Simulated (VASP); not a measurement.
# Ti (Im-3m) in VASP: a series of runs

The runs below take Ti through single point, relaxation of cell and atoms, with LDA.

Program: VASP 6.6.1. These are calculated values, not measurements. Logs are shortened: lines on timing, memory, paths and dates and some standing lists are left out, and cuts for length are marked.

## Step 1: The cell of the first run

Symmetry: Im-3m, No. 229, cubic system. The conventional cell has a = 3.189 Å, b = 3.189 Å, c = 3.189 Å, α = 90.00°, β = 90.00°, γ = 90.00°. Within 3.6 Å of Ti (site symmetry m-3m) lie 14 Ti at 2.76 to 3.19 Å.

## Step 2: Single point, LDA

Input file INCAR:

```
SYSTEM = Ti
PREC = Accurate
ENCUT = 500
EDIFF = 1E-6
ISMEAR = -1
SIGMA = 0.1
LREAL = .FALSE.
LASPH = .TRUE.
NELM = 120
ALGO = Normal
ISIF = 2
LWAVE = .FALSE.
LCHARG = .FALSE.
NBANDS = 12
GGA_COMPAT = .FALSE.
```

Input file KPOINTS:

```
Automatic mesh
0
G
  9 9 9
  0 0 0
```

Input file POSCAR:

```
Ti
1.0
    1.5947348024      1.5947348024      1.5947348024
   -1.5947348024      1.5947348024      1.5947348024
   -1.5947348024     -1.5947348024      1.5947348024
Ti
1
Direct
    0.0000000000      0.0000000000      0.0000000000
```

Potentials or basis: VASP PAW LDA potentials, release 64 (Ti_sv).

Launch:

```bash
$ cat potpaw_LDA.64/Ti_sv/POTCAR > POTCAR
$ mpirun -np 1 vasp_std > vasp.out
```

OUTCAR:

```text
SYSTEM = Ti
   PREC = Accurate
   ENCUT = 500
   EDIFF = 1E-6
   ISMEAR = -1
   LREAL = .FALSE.
   LASPH = .TRUE.
   NELM = 120
   ISIF = 2

 ion  position               nearest neighbor table
   1  0.000  0.000  0.000-

  LATTYP: Found a body centered cubic cell.
 ALAT       =     3.1894696048

  Lattice vectors:

 A1 = (   1.5947348024,  -1.5947348024,  -1.5947348024)
 A2 = (   1.5947348024,   1.5947348024,   1.5947348024)
 A3 = (  -1.5947348024,  -1.5947348024,   1.5947348024)

Analysis of symmetry for initial positions (statically):
=====================================================================
 Subroutine PRICEL returns:
 Original cell was already a primitive cell.

 Routine SETGRP: Setting up the symmetry group for a
 body centered cubic supercell.

 Subroutine GETGRP returns: Found 48 space group operations
 (whereof 48 operations were pure point group operations)
 out of a pool of 48 trial point group operations.

The static configuration has the point symmetry O_h .

Analysis of symmetry for dynamics (positions and initial velocities):
=====================================================================
 Subroutine PRICEL returns:
 Original cell was already a primitive cell.

 Routine SETGRP: Setting up the symmetry group for a
 body centered cubic supercell.

 Subroutine GETGRP returns: Found 48 space group operations
 (whereof 48 operations were pure point group operations)
 out of a pool of 48 trial point group operations.

The dynamic configuration has the point symmetry O_h .

 Subroutine INISYM returns: Found 48 space group operations
 (whereof 48 operations are pure point group operations),
 and found     1 'primitive' translations

----------------------------------------------------------------------------------------

                                     Primitive cell

  volume of cell :      16.2228

  direct lattice vectors                    reciprocal lattice vectors
     1.594734802  1.594734802  1.594734802     0.313531754  0.000000000  0.313531754
    -1.594734802  1.594734802  1.594734802    -0.313531754  0.313531754  0.000000000
    -1.594734802 -1.594734802  1.594734802     0.000000000 -0.313531754  0.313531754

  length of vectors
     2.762161702  2.762161702  2.762161702     0.443400859  0.443400859  0.443400859

  position of ions in fractional coordinates (direct lattice)
     0.000000000  0.000000000  0.000000000

  ion indices of the primitive-cell ions
   primitive index   ion index
                 1           1

----------------------------------------------------------------------------------------

 KPOINTS: Automatic mesh

Automatic generation of k-mesh.
 Grid dimensions read from file:
 generate k-points for:    9    9    9

 Generating k-lattice:

  Cartesian coordinates                     Fractional coordinates (reciprocal lattice)
     0.034836862  0.000000000  0.034836862     0.111111111  0.000000000  0.000000000
    -0.034836862  0.034836862  0.000000000     0.000000000  0.111111111  0.000000000
     0.000000000 -0.034836862  0.034836862     0.000000000  0.000000000  0.111111111

  Length of vectors
     0.049266762  0.049266762  0.049266762

  Shift w.r.t. Gamma in fractional coordinates (k-lattice)
     0.000000000  0.000000000  0.000000000

 Subroutine IBZKPT returns following result:
 ===========================================

 Found     35 irreducible k-points:

 Following reciprocal coordinates:
            Coordinates               Weight
  0.000000  0.000000  0.000000      1.000000
  0.111111  0.000000  0.000000     12.000000
  0.222222  0.000000  0.000000     12.000000
  0.333333  0.000000  0.000000     12.000000
  0.444444  0.000000  0.000000     12.000000
  0.222222  0.111111  0.000000     24.000000
[... 16 lines left out ...]
  0.111111 -0.444444  0.111111     24.000000
  0.222222 -0.444444  0.111111     24.000000
 [... further k-points ...]
   k-points           NKPTS =     35   k-points in BZ     NKDIM =     35   number of bands    NBANDS=     12
   number of dos      NEDOS =    301   number of ions     NIONS =      1
   total plane-waves  NPLWV =   8000
   dimension x,y,z NGX =    20 NGY =   20 NGZ =   20
   dimension x,y,z NGXF=    40 NGYF=   40 NGZF=   40
   ions per type =               1
   NGX,Y,Z   is equivalent  to a cutoff of  12.04, 12.04, 12.04 a.u.
   NGXF,Y,Z  is equivalent  to a cutoff of  24.07, 24.07, 24.07 a.u.
 SYSTEM =  Ti
   PREC   = accura    normal or accurate (medium, high low for compatibility)
   ISTART =      0    job   : 0-new  1-cont  2-samecut
   ICHARG =      2    charge: 1-file 2-atom 10-const
   ISPIN  =      1    spin polarized calculation?
   LNONCOLLINEAR =      F non collinear calculations
   LSORBIT =      F    spin-orbit coupling
   LASPH  =      T    aspherical Exc in radial PAW
   ENCUT  =  500.0 eV  36.75 Ry    6.06 a.u.   5.04  5.04  5.04*2*pi/ulx,y,z
   NELM   =    120;   NELMIN=  2; NELMDL= -5     # of ELM steps
   EDIFF  = 0.1E-05   stopping-criterion for ELM
   LREAL  =      F    real-space projection
   EDIFFG = 0.1E-04   stopping-criterion for IOM
   NSW    =      0    number of steps for IOM
   IBRION =     -1    ionic relax: 0-MD 1-quasi-New 2-CG
   NFREE  =      0    steps in history (QN), initial steepest desc. (CG)
   ISIF   =      2    stress and relaxation
   ISYM   =      2    0-nonsym 1-usesym 2-fastsym
   POTIM  = 0.5000    time-step for ionic-motion
   TEBEG  =    0.0;   TEEND  =   0.0 temperature during run
   PSTRESS=    0.0 pullay stress
   NELECT =      12.0000    total number of electrons
   NUPDOWN=      -1.0000    fix difference up-down
   EMIN   =  10.00;   EMAX   =-10.00  energy-range for DOS
   EFERMI =   0.00;   METHOD = LEGACY
   ISMEAR =    -1;   SIGMA  =   0.10  broadening in eV -4-tet -1-fermi 0-gaus
   EFERMI_NEDOS =   21; number of points for ismear=-14 and -15
   IALGO  =     38    algorithm
   IMIX   =      4    mixing-type and parameters
     AMIX     =   0.40;   BMIX     =  1.00
     AMIX_MAG =   1.60;   BMIX_MAG =  1.00
  volume/ion in A,a.u.               =      16.22       109.48
  Fermi-wavevector in a.u.,A,eV,Ry     =   1.480563  2.797858 29.824864  2.192066
  Thomas-Fermi vector in A             =   2.594581
   LORBIT       =      0    0 simple, 1 ext, 2 COOP (PROOUT), +10 PAW based schemes
   GGA     = CA    functional components
   LHFCALC =     F    Hartree Fock is set to
   AEXX    =    0.0000 exact exchange contribution
   IVDW    =     0    specifies the selected vdW correction
   LEPSILON=     F    determine dielectric tensor
   LRPA    =     F    only Hartree local field effects (RPA)
 non-spin polarized calculation
  energy-cutoff  :      500.00
  volume of cell :       16.22
 maximum number of plane-waves:       426
   NGX =  9   NGY =  9   NGZ =  9

 number of electron      12.0000003 magnetization

 Free energy of the ion-electron system (eV)
  ---------------------------------------------------
  ext. energy  EPLUGINS =         0.00000000
  ---------------------------------------------------
  free energy    TOTEN  =        -8.49159836 eV

  energy without entropy =       -8.41765601  energy(sigma->0) =       -8.45462718

 E-fermi :   8.5761     XC(G=0): -12.1089

 val. band max:        8.5393460030   @ k =   0.3333   0.2222   0.1111
 cond. band min:       8.5794799402   @ k =   0.4444   0.2222   0.0000
 fundamental gap:      0.0401339372
 Fermi energy:         8.5761038667

 k-point     1 :       0.0000    0.0000    0.0000
  band No.  band energies     occupation
      1     -47.1268      2.00000
      2     -23.2602      2.00000
      3     -23.2602      2.00000
      4     -23.2602      2.00000
      5       2.5656      2.00000
      6       9.5846      0.00008
      7       9.5846      0.00008
      8       9.5846      0.00008
      9      11.5154      0.00000
     10      11.5154      0.00000
     11      26.5531      0.00000
     12      26.5531      0.00000

 k-point     2 :       0.1111    0.0000    0.0000
  band No.  band energies     occupation
      1     -47.1058      2.00000
      2     -23.3660      2.00000
      3     -23.2922      2.00000
      4     -23.2610      2.00000
      5       3.0097      2.00000
      6       9.3802      0.00064
      7       9.5107      0.00017
      8       9.9197      0.00000
      9      11.3034      0.00000
     10      11.5296      0.00000
     11      25.9984      0.00000
     12      26.4756      0.00000

 k-point     3 :       0.2222    0.0000    0.0000
  band No.  band energies     occupation
      1     -47.0521      2.00000
      2     -23.6279      2.00000
      3     -23.3725      2.00000
      4     -23.2631      2.00000
      5       4.1848      2.00000
      6       8.9002      0.07530
      7       9.1450      0.00675
      8      10.8449      0.00000
      9      11.1674      0.00000
     10      11.5983      0.00000
     11      23.9431      0.00000
     12      25.4144      0.00000
[... 286 lines left out ...]
 k-point    23 :       0.1111   -0.4444    0.1111
  band No.  band energies     occupation
      1     -46.9424      2.00000
      2     -24.0122      2.00000
      3     -23.5793      2.00000
      4     -23.3637      2.00000
      5       6.6798      2.00000
      6       7.9380      1.99662
      7       8.9063      0.07102
      8      11.6683      0.00000
      9      11.9040      0.00000
     10      14.5390      0.00000
     11      18.4476      0.00000
     12      21.7248      0.00000

 k-point    24 :       0.2222   -0.4444    0.1111
  band No.  band energies     occupation
      1     -46.9439      2.00000
      2     -23.9449      2.00000
      3     -23.5852      2.00000
      4     -23.4263      2.00000
      5       7.2404      2.00000
      6       7.9037      1.99760
      7       8.1688      1.96651
      8      11.7145      0.00000
      9      11.9027      0.00000
     10      14.9028      0.00000
     11      19.8983      0.00000
     12      19.9574      0.00000

 [... further k-points ...]
[... 5 lines left out ...]
  --------------------------------------------------------------------------------------
  -------------------------------------------------------------------------------------
  Total       -0.2482848     -0.2482848     -0.2482848     -0.0000000      0.0000000     -0.0000000
  in kB      -24.5208369    -24.5208369    -24.5208369     -0.0000000      0.0000000     -0.0000000
  external PRESSURE =     -24.5208369 kB  Pullay stress =       0.0000000 kB

 VOLUME and BASIS-vectors are now :
 -----------------------------------------------------------------------------
  energy-cutoff  :      500.00
  volume of cell :       16.22
      direct lattice vectors                 reciprocal lattice vectors
     1.594734802  1.594734802  1.594734802     0.313531754  0.000000000  0.313531754
    -1.594734802  1.594734802  1.594734802    -0.313531754  0.313531754  0.000000000
    -1.594734802 -1.594734802  1.594734802     0.000000000 -0.313531754  0.313531754

 POSITION                                       TOTAL-FORCE (eV/Angst)
 -----------------------------------------------------------------------------------
      0.00000      0.00000      0.00000        -0.000000      0.000000      0.000000
 -----------------------------------------------------------------------------------
    total drift:                               -0.000000      0.000000      0.000000

  FREE ENERGIE OF THE ION-ELECTRON SYSTEM (eV)
  ---------------------------------------------------
  free  energy   TOTEN  =        -8.4915983554 eV

  energy  without entropy=       -8.4176560065  energy(sigma->0) =       -8.45462718
```

It took 3.7 s on 1 thread of Intel Xeon Platinum 8488C (Sapphire Rapids), shared host; peak memory 0.12 GiB.

Results:

```yaml
Free_energy: -8.4916 eV
Pressure: -2.5 GPa
Band_gap_on_the_k_mesh: zero (band 6 reaches 9.58 eV, above the bottom of band 7 at 8.02 eV)
```

Levels at points of the mesh, in eV from the Fermi level:
```
           k point  band 4  band 5  band 6  band 7  band 8  band 9
(0.00, 0.00, 0.00)  -31.84   -6.01    1.01    1.01    1.01    2.94
```

## Step 3: Relaxation of cell and atoms, LDA

This run uses another cell than the first one, of 15.90 Å³/atom, 0.980 times its volume.

Input file INCAR:

```
SYSTEM = Ti
PREC = Accurate ; ENCUT = 500
EDIFF = 1E-7 ; ISMEAR = -1
SIGMA = 0.1 ; LREAL = .FALSE.
LASPH = .TRUE. ; NELM = 120
ALGO = Normal ; ISIF = 3
LWAVE = .FALSE. ; LCHARG = .FALSE.
IBRION = 2 ; NSW = 50
EDIFFG = -0.02 ; GGA_COMPAT = .FALSE.
NELMIN = 4
```

KPOINTS is that of step 2.

Input file POSCAR:

```
Ti
1.0
    1.5842428223      1.5842428223      1.5842428223
   -1.5842428223      1.5842428223      1.5842428223
   -1.5842428223     -1.5842428223      1.5842428223
Ti
1
Direct
    0.0000000000      0.0000000000      0.0000000000
```

Potentials or basis: VASP PAW LDA potentials, release 64 (Ti_sv).

Launch:

```bash
$ cat potpaw_LDA.64/Ti_sv/POTCAR > POTCAR
$ mpirun -np 1 vasp_std > vasp.out
```

OUTCAR:

```text
SYSTEM = Ti
   PREC = Accurate
   ENCUT = 500
   EDIFF = 1E-7
   ISMEAR = -1
   LREAL = .FALSE.
   LASPH = .TRUE.
   NELM = 120
   ISIF = 3
   IBRION = 2
   NSW = 50
   EDIFFG = -0.02
   NELMIN = 4

 ion  position               nearest neighbor table
   1  0.000  0.000  0.000-

  LATTYP: Found a body centered cubic cell.
 ALAT       =     3.1684856446

  Lattice vectors:

 A1 = (   1.5842428223,  -1.5842428223,  -1.5842428223)
 A2 = (   1.5842428223,   1.5842428223,   1.5842428223)
 A3 = (  -1.5842428223,  -1.5842428223,   1.5842428223)

Analysis of symmetry for initial positions (statically):
=====================================================================
 Subroutine PRICEL returns:
 Original cell was already a primitive cell.

 Routine SETGRP: Setting up the symmetry group for a
 body centered cubic supercell.

 Subroutine GETGRP returns: Found 48 space group operations
 (whereof 48 operations were pure point group operations)
 out of a pool of 48 trial point group operations.

The static configuration has the point symmetry O_h .

Analysis of symmetry for dynamics (positions and initial velocities):
[... 206 lines left out ...]
 fundamental gap:      0.0582732087
 Fermi energy:         8.8264645132

 k-point     1 :       0.0000    0.0000    0.0000
  band No.  band energies     occupation
      1     -46.8362      2.00000
      2     -22.9335      2.00000
      3     -22.9335      2.00000
      4     -22.9335      2.00000
      5       2.7769      2.00000
      6       9.8552      0.00007
      7       9.8552      0.00007
      8       9.8552      0.00007
      9      11.8402      0.00000
     10      11.8402      0.00000
[... 287 lines left out ...]
 k-point    24 :       0.2222   -0.4444    0.1111
  band No.  band energies     occupation
      1     -46.6360      2.00000
      2     -23.6691      2.00000
      3     -23.2830      2.00000
      4     -23.1124      2.00000
      5       7.4839      2.00000
      6       8.1374      1.99797
      7       8.4226      1.96537
      8      12.0492      0.00000
      9      12.2447      0.00000
     10      15.3339      0.00000

 [... further k-points ...]
[... 5 lines left out ...]
  --------------------------------------------------------------------------------------
  -------------------------------------------------------------------------------------
  Total        0.0126458      0.0126458      0.0126458     -0.0000000     -0.0000000      0.0000000
  in kB        1.2777011      1.2777011      1.2777011     -0.0000000     -0.0000000      0.0000000
  external PRESSURE =       1.2777011 kB  Pullay stress =       0.0000000 kB

 VOLUME and BASIS-vectors are now :
 -----------------------------------------------------------------------------
  energy-cutoff  :      500.00
  volume of cell :       15.86
      direct lattice vectors                 reciprocal lattice vectors
     1.582664997  1.582664997  1.582664997     0.315922827  0.000000000  0.315922827
    -1.582664997  1.582664997  1.582664997    -0.315922827  0.315922827  0.000000000
    -1.582664997 -1.582664997  1.582664997     0.000000000 -0.315922827  0.315922827

 POSITION                                       TOTAL-FORCE (eV/Angst)
 -----------------------------------------------------------------------------------
     -0.00000      3.16533      3.16533        -0.000000     -0.000000     -0.000000
 -----------------------------------------------------------------------------------
    total drift:                                0.000000      0.000000     -0.000000

  FREE ENERGIE OF THE ION-ELECTRON SYSTEM (eV)
  ---------------------------------------------------
  free  energy   TOTEN  =        -8.4941092948 eV

  energy  without entropy=       -8.4220927540  energy(sigma->0) =       -8.45810102

 reached required accuracy - stopping structural energy minimisation
```

It took 6.9 s on 1 thread of Intel Xeon Platinum 8488C (Sapphire Rapids), shared host; peak memory 0.12 GiB.

What came out:

```yaml
Free_energy: -8.4941 eV
Relaxed_volume: 15.86 Å³/atom
Relaxed_cell: a = 2.741 Å, b = 2.741 Å, c = 2.741 Å, α = 70.53°, β = 109.47°, γ = 70.53°
Space_group_after_relaxing_to_0.05_Å: Im-3m (No. 229)
Energy_gained_by_relaxing: 0.0 meV/atom
Ionic_steps: 2
Pressure_after_relaxing: 0.1 GPa
Band_gap_on_the_k_mesh: zero (band 6 reaches 9.86 eV, above the bottom of band 7 at 8.28 eV)
```

Final structure:
```
CELL_PARAMETERS angstrom
1.58266 1.58266 1.58266
-1.58266 1.58266 1.58266
-1.58266 -1.58266 1.58266
ATOMIC_POSITIONS crystal
Ti 0.00000 0.00000 0.00000
```

Levels at points of the mesh, in eV from the Fermi level:
| k point | band 3 | band 4 | band 5 | band 6 | band 7 | band 8 | band 9 | band 10 |
| --- | --- | --- | --- | --- | --- | --- | --- | --- |
| (0.00, 0.00, 0.00) | -31.76 | -31.76 | -6.05 | 1.03 | 1.03 | 1.03 | 3.01 | 3.01 |
